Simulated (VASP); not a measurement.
# Y (Fd-3m) in VASP: a series of runs

Y is run at these levels: r2SCAN; tasks: single point.

All numbers are computed with VASP 6.6.1; they aren't measurements. Logs are shortened: lines on timing, memory, paths and dates and some standing lists are left out, and cuts for length are marked.

## Step 1: The cell of the first run

It takes space group Fd-3m (No. 227, cubic). The conventional cell has a = 6.620 Å, b = 6.620 Å, c = 6.620 Å, α = 90.00°, β = 90.00°, γ = 90.00°. Y (site symmetry -43m) has 4 Y at 2.87 Å within 3.8 Å.

This isn't the form of Y at room conditions, which is hcp.

## Step 2: Single point, r2SCAN (36.27 Å³/atom)

POSCAR

```
Y
1.0
    0.0000000000      3.3102042233      3.3102042233
    3.3102042233      0.0000000000      3.3102042233
    3.3102042233      3.3102042233      0.0000000000
Y
2
Direct
    0.1250000000      0.1250000000      0.1250000000
    0.8750000000      0.8750000000      0.8750000000
```

INCAR.step1

```
ALGO = Normal ; EDIFF = 1E-4
ENCUT = 520 ; GGA = PE
ISMEAR = -1 ; LASPH = T
LCHARG = F ; LREAL = F
LWAVE = T ; NBANDS = 18
NELM = 100 ; PREC = Accurate
SIGMA = 0.1
```

INCAR.step2

```
ALGO = Normal ; EDIFF = 1E-6
ENCUT = 520 ; ISIF = 2
ISMEAR = -1 ; ISTART = 1
LASPH = T ; LCHARG = F
LMIXTAU = T ; LREAL = F
LWAVE = F ; METAGGA = R2SCAN
NBANDS = 18 ; NELM = 100
PREC = Accurate ; SIGMA = 0.1
```

KPOINTS

```
k-points
0
Gamma
  9 9 9
```

Potentials or basis: VASP PAW PBE potentials, release 64 (Y_sv).

Launch:

```bash
cat potpaw_PBE.64/Y_sv/POTCAR > POTCAR
cp INCAR.step1 INCAR
mpirun -np 1 vasp_std > vasp.out
cp INCAR.step2 INCAR
mpirun -np 1 vasp_std > vasp.out
```

OUTCAR:

```text
EDIFF = 1E-6
   ENCUT = 520
   ISIF = 2
   ISMEAR = -1
   ISTART = 1
   LASPH = T
   LREAL = F
   METAGGA = R2SCAN
   NELM = 100
   PREC = Accurate

 ion  position               nearest neighbor table
   1  0.125  0.125  0.125-   2 2.87   2 2.87   2 2.87   2 2.87
   2  0.875  0.875  0.875-   1 2.87   1 2.87   1 2.87   1 2.87

  LATTYP: Found a face centered cubic cell.
 ALAT       =     6.6204084466

  Lattice vectors:

 A1 = (   0.0000000000,   3.3102042233,   3.3102042233)
 A2 = (   3.3102042233,   0.0000000000,   3.3102042233)
 A3 = (   3.3102042233,   3.3102042233,   0.0000000000)

Analysis of symmetry for initial positions (statically):
=====================================================================
 Subroutine PRICEL returns:
 Original cell was already a primitive cell.

 Routine SETGRP: Setting up the symmetry group for a
 face centered cubic supercell.

 Subroutine GETGRP returns: Found 48 space group operations
 (whereof 12 operations were pure point group operations)
 out of a pool of 48 trial point group operations.

The static configuration has the point symmetry D_3d.
 The point group associated with its full space group is O_h .

Analysis of symmetry for dynamics (positions and initial velocities):
=====================================================================
 Subroutine PRICEL returns:
 Original cell was already a primitive cell.

 Routine SETGRP: Setting up the symmetry group for a
 face centered cubic supercell.

 Subroutine GETGRP returns: Found 48 space group operations
 (whereof 12 operations were pure point group operations)
 out of a pool of 48 trial point group operations.

The dynamic configuration has the point symmetry D_3d.
 The point group associated with its full space group is O_h .

 Subroutine INISYM returns: Found 48 space group operations
 (whereof 12 operations are pure point group operations),
 and found     1 'primitive' translations

----------------------------------------------------------------------------------------

                                     Primitive cell

  volume of cell :      72.5428

  direct lattice vectors                    reciprocal lattice vectors
     0.000000000  3.310204223  3.310204223    -0.151048082  0.151048082  0.151048082
     3.310204223  0.000000000  3.310204223     0.151048082 -0.151048082  0.151048082
     3.310204223  3.310204223  0.000000000     0.151048082  0.151048082 -0.151048082

  length of vectors
     4.681335707  4.681335707  4.681335707     0.261622953  0.261622953  0.261622953

  position of ions in fractional coordinates (direct lattice)
     0.125000000  0.125000000  0.125000000
     0.875000000  0.875000000  0.875000000

  ion indices of the primitive-cell ions
   primitive index   ion index
                 1           1
                 2           2

----------------------------------------------------------------------------------------

 KPOINTS: k-points

Automatic generation of k-mesh.
 Grid dimensions read from file:
 generate k-points for:    9    9    9

 Generating k-lattice:

  Cartesian coordinates                     Fractional coordinates (reciprocal lattice)
    -0.016783120  0.016783120  0.016783120     0.111111111  0.000000000  0.000000000
     0.016783120 -0.016783120  0.016783120     0.000000000  0.111111111  0.000000000
     0.016783120  0.016783120 -0.016783120     0.000000000  0.000000000  0.111111111

  Length of vectors
     0.029069217  0.029069217  0.029069217

  Shift w.r.t. Gamma in fractional coordinates (k-lattice)
     0.000000000  0.000000000  0.000000000

 Subroutine IBZKPT returns following result:
 ===========================================

 Found     35 irreducible k-points:

 Following reciprocal coordinates:
            Coordinates               Weight
  0.000000  0.000000  0.000000      1.000000
  0.111111  0.000000  0.000000      8.000000
  0.222222  0.000000  0.000000      8.000000
  0.333333  0.000000  0.000000      8.000000
  0.444444  0.000000  0.000000      8.000000
  0.111111  0.111111  0.000000      6.000000
[... 16 lines left out ...]
 -0.333333  0.333333  0.000000     12.000000
  0.444444  0.444444  0.000000      6.000000
 [... further k-points ...]
   k-points           NKPTS =     35   k-points in BZ     NKDIM =     35   number of bands    NBANDS=     18
   number of dos      NEDOS =    301   number of ions     NIONS =      2
   total plane-waves  NPLWV =  46656
   dimension x,y,z NGX =    36 NGY =   36 NGZ =   36
   dimension x,y,z NGXF=    72 NGYF=   72 NGZF=   72
   ions per type =               2
   NGX,Y,Z   is equivalent  to a cutoff of  12.78, 12.78, 12.78 a.u.
   NGXF,Y,Z  is equivalent  to a cutoff of  25.57, 25.57, 25.57 a.u.
 SYSTEM =  unknown system
   PREC   = accura    normal or accurate (medium, high low for compatibility)
   ISTART =      1    job   : 0-new  1-cont  2-samecut
   ICHARG =      0    charge: 1-file 2-atom 10-const
   ISPIN  =      1    spin polarized calculation?
   LNONCOLLINEAR =      F non collinear calculations
   LSORBIT =      F    spin-orbit coupling
   LASPH  =      T    aspherical Exc in radial PAW
   ENCUT  =  520.0 eV  38.22 Ry    6.18 a.u.   8.70  8.70  8.70*2*pi/ulx,y,z
   NELM   =    100;   NELMIN=  2; NELMDL=  0     # of ELM steps
   EDIFF  = 0.1E-05   stopping-criterion for ELM
   LREAL  =      F    real-space projection
   EDIFFG = 0.1E-04   stopping-criterion for IOM
   NSW    =      0    number of steps for IOM
   IBRION =     -1    ionic relax: 0-MD 1-quasi-New 2-CG
   NFREE  =      0    steps in history (QN), initial steepest desc. (CG)
   ISIF   =      2    stress and relaxation
   ISYM   =      2    0-nonsym 1-usesym 2-fastsym
   POTIM  = 0.5000    time-step for ionic-motion
   TEBEG  =    0.0;   TEEND  =   0.0 temperature during run
   PSTRESS=    0.0 pullay stress
   NELECT =      22.0000    total number of electrons
   NUPDOWN=      -1.0000    fix difference up-down
   EMIN   =  10.00;   EMAX   =-10.00  energy-range for DOS
   EFERMI =   0.00;   METHOD = LEGACY
   ISMEAR =    -1;   SIGMA  =   0.10  broadening in eV -4-tet -1-fermi 0-gaus
   EFERMI_NEDOS =   21; number of points for ismear=-14 and -15
   IALGO  =     38    algorithm
   IMIX   =      4    mixing-type and parameters
     AMIX     =   0.40;   BMIX     =  1.00
     AMIX_MAG =   1.60;   BMIX_MAG =  1.00
  volume/ion in A,a.u.               =      36.27       244.77
  Fermi-wavevector in a.u.,A,eV,Ry     =   1.099894  2.078499 16.459885  1.209767
  Thomas-Fermi vector in A             =   2.236296
   LORBIT       =      0    0 simple, 1 ext, 2 COOP (PROOUT), +10 PAW based schemes
   METAGGA = R2SCAN    functional components
   LHFCALC =     F    Hartree Fock is set to
   AEXX    =    0.0000 exact exchange contribution
   IVDW    =     0    specifies the selected vdW correction
   LEPSILON=     F    determine dielectric tensor
   LRPA    =     F    only Hartree local field effects (RPA)
 non-spin polarized calculation
  energy-cutoff  :      520.00
  volume of cell :       72.54
 maximum number of plane-waves:      1980
   NGX = 17   NGY = 17   NGZ = 17

 number of electron      22.0000001 magnetization

 Free energy of the ion-electron system (eV)
  ---------------------------------------------------
  ext. energy  EPLUGINS =         0.00000000
  ---------------------------------------------------
  free energy    TOTEN  =       -36.28674502 eV

  energy without entropy =      -36.16429361  energy(sigma->0) =      -36.22551931

 E-fermi :   2.2361     XC(G=0):  -9.4757

 val. band max:        2.2278600464   @ k =   0.4444   0.2222   0.1111
 cond. band min:       2.2871806537   @ k =  -0.4444   0.3333   0.0000
 fundamental gap:      0.0593206072
 Fermi energy:         2.2361448810

 k-point     1 :       0.0000    0.0000    0.0000
  band No.  band energies     occupation
      1     -42.5855      2.00000
      2     -42.0394      2.00000
      3     -22.2429      2.00000
      4     -22.2429      2.00000
      5     -22.2429      2.00000
      6     -21.3005      2.00000
[... 10 lines left out ...]
     17       4.7782      0.00000
     18       8.3357      0.00000

 k-point     2 :       0.1111    0.0000    0.0000
  band No.  band energies     occupation
      1     -42.5736      2.00000
      2     -42.0520      2.00000
      3     -22.2585      2.00000
      4     -22.2585      2.00000
      5     -22.2449      2.00000
      6     -21.3002      2.00000
[... 10 lines left out ...]
     17       4.7364      0.00000
     18       8.2896      0.00000

 k-point     3 :       0.2222    0.0000    0.0000
  band No.  band energies     occupation
      1     -42.5405      2.00000
      2     -42.0869      2.00000
      3     -22.2958      2.00000
      4     -22.2958      2.00000
      5     -22.2513      2.00000
      6     -21.2979      2.00000
[... 10 lines left out ...]
     17       4.7892      0.00000
     18       8.1372      0.00000

 k-point     4 :       0.3333    0.0000    0.0000
  band No.  band energies     occupation
      1     -42.4952      2.00000
      2     -42.1342      2.00000
      3     -22.3349      2.00000
      4     -22.3349      2.00000
      5     -22.2607      2.00000
      6     -21.2925      2.00000
[... 375 lines left out ...]
      4     -22.4501      2.00000
      5     -21.9158      2.00000
      6     -21.6431      2.00000
[... 10 lines left out ...]
     17       5.3272      0.00000
     18       7.3037      0.00000

 k-point    23 :      -0.3333    0.3333    0.0000
  band No.  band energies     occupation
      1     -42.3844      2.00000
      2     -42.2481      2.00000
      3     -22.5111      2.00000
      4     -22.4227      2.00000
      5     -21.9730      2.00000
      6     -21.5778      2.00000
[... 10 lines left out ...]
     17       5.1937      0.00000
     18       6.4029      0.00000

 k-point    24 :       0.4444    0.4444    0.0000
  band No.  band energies     occupation
      1     -42.3637      2.00000
      2     -42.2690      2.00000
      3     -22.4773      2.00000
      4     -22.4773      2.00000
      5     -21.8673      2.00000
      6     -21.7072      2.00000
[... 10 lines left out ...]
     17       6.1144      0.00000
     18       6.1144      0.00000

 [... further k-points ...]
[... 5 lines left out ...]
  --------------------------------------------------------------------------------------
  -------------------------------------------------------------------------------------
  Total        0.5720274      0.5720274      0.5720274      0.0000000     -0.0000000      0.0000000
  in kB       12.6337727     12.6337727     12.6337727      0.0000000     -0.0000000      0.0000000
  external PRESSURE =      12.6337727 kB  Pullay stress =       0.0000000 kB

 VOLUME and BASIS-vectors are now :
 -----------------------------------------------------------------------------
  energy-cutoff  :      520.00
  volume of cell :       72.54
      direct lattice vectors                 reciprocal lattice vectors
     0.000000000  3.310204223  3.310204223    -0.151048082  0.151048082  0.151048082
     3.310204223  0.000000000  3.310204223     0.151048082 -0.151048082  0.151048082
     3.310204223  3.310204223  0.000000000     0.151048082  0.151048082 -0.151048082

 POSITION                                       TOTAL-FORCE (eV/Angst)
 -----------------------------------------------------------------------------------
      0.82755      0.82755      0.82755        -0.000000     -0.000000     -0.000000
      5.79286      5.79286      5.79286         0.000000      0.000000      0.000000
 -----------------------------------------------------------------------------------
    total drift:                                0.000000      0.000000      0.000000

  FREE ENERGIE OF THE ION-ELECTRON SYSTEM (eV)
  ---------------------------------------------------
  free  energy   TOTEN  =       -36.2867450156 eV

  energy  without entropy=      -36.1642936101  energy(sigma->0) =      -36.22551931
```

Run time: 2.3 min. Hardware: 1 thread of Intel Xeon 6975P-C (Granite Rapids), shared host; peak memory 0.23 GiB.

What came out:

- Free energy: -36.2867 eV
- Pressure: 1.3 GPa
- Band gap on the k mesh: zero (bands 11 and 12 overlap by 0.88 eV)

Caveat: the PAW data sets were made with another functional, which shifts forces and pressure a little.

(Continued in part 2 of 2.)
